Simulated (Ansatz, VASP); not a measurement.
One calculation of Ga, two programs

File INCAR:

```
ALGO = Normal
EDIFF = 1E-6
ENCUT = 520
GGA = PS
ISIF = 2
ISMEAR = 0
LASPH = T
LCHARG = F
LREAL = F
LWAVE = F
NBANDS = 34
NELM = 100
PREC = Accurate
SIGMA = 0.05
```

File KPOINTS:

```
k-points
0
Gamma
  10 10 10
```

Contents of POSCAR:

```
Ga
1.0
    2.2615000000     -3.8305000000      0.0000000000
    2.2615000000      3.8305000000      0.0000000000
    0.0000000000      0.0000000000      4.5240000000
Ga
4
Direct
    0.8451000000      0.1549000000      0.0810000000
    0.6549000000      0.3451000000      0.5810000000
    0.1549000000      0.8451000000      0.9190000000
    0.3451000000      0.6549000000      0.4190000000
```

Input for Ansatz:

```yaml
crystal:
  lattice:
    - [2.2615, -3.8305, 0.0]
    - [2.2615, 3.8305, 0.0]
    - [0.0, 0.0, 4.524]
  atoms:
    - { symbol: Ga, position: [0.8451, 0.1549, 0.081] }
    - { symbol: Ga, position: [0.6549, 0.3451, 0.581] }
    - { symbol: Ga, position: [0.1549, 0.8451, 0.919] }
    - { symbol: Ga, position: [0.3451, 0.6549, 0.419] }
basis:
  ecutwfc: 420
kpoints:
  mp_grid: { grid: [10, 10, 10] }
hamiltonian:
  xc: pbesol
scf:
  occupations: { method: gaussian, width: 0.05 }
output:
  forces: true
  eigenvalues: true
  eigenstates:
    nscf_kmesh: { grid: [20, 20, 18] }
    top_band: c6
    de_dk: true
    localisation: false
  stress: true
checkpoint:
  write: ck
  compress: false
  write_wavefunctions: false
  write_every: 100000
```

Alike in both runs: task single point; functional PBEsol; k mesh 10 × 10 × 10; occupations gaussian, width 0.05 eV; no spin polarisation.

|  | VASP | Ansatz |
| --- | --- | --- |
| version | VASP 6.6.1 | Ansatz 0.2.0 |
| potentials or method | VASP PAW PBE potentials, release 64 (Ga_d), cutoff 520 eV | scalar-relativistic, plane waves, PAW |
| valence electrons in the cell | 52 | 52 |

Ansatz gave:

* pressure (GPa): -1.6
* traceless stress, the component that is largest in VASP (GPa): 0.52
* rms of the force components (eV/Å): 0.090

Problem. Estimate VASP's values.

Solution. Pressure (GPa): -1.5; traceless stress, the component that is largest in VASP (GPa): 0.51; rms of the force components (eV/Å): 0.087.

VASP's potentials were made for PBE, not for PBEsol. Atom by atom the forces differ by 0.003 eV/Å (rms over components). The functional is the same, so the differences come from potentials, cutoffs and numerics.
